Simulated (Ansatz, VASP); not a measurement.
# Two plane-wave programs on TiC

```
Ti C
1.0
     2.70752    0.00000    0.00000
     0.00000    2.70752    0.00000
     0.00000    0.00000    2.70752
Ti C
1 1
Cartesian
  0.0000 0.0000 0.0000
  1.3538 1.3538 1.3538
```

Alike in both runs: task relaxation of cell and atoms; functional PBE; k mesh 20 × 20 × 20; occupations gaussian, width 0.1 eV; no spin polarisation.

|  | VASP | Ansatz |
| --- | --- | --- |
| version | VASP 6.6.1 | Ansatz 0.2.0 |
| potentials or method | VASP PAW PBE potentials, release 64 (Ti_sv, C), cutoff 600 eV | scalar-relativistic, plane waves, PAW |
| valence electrons in the cell | 16 | 16 |

Ansatz gave:

| Quantity | Value |
| --- | --- |
| gap on the k mesh at the Fermi level, each at its own relaxed structure (eV) | none |
| relaxed volume (Å³/atom) | 9.96 |
| relaxed cell length with the largest relative difference (Å) | 2.711 |

Which values does VASP return?

gap on the k mesh at the Fermi level, each at its own relaxed structure (eV): none; relaxed volume (Å³/atom): 9.97; relaxed cell length with the largest relative difference (Å): 2.711.

A gap of «none» marks a metal or a gap that the smearing closes.
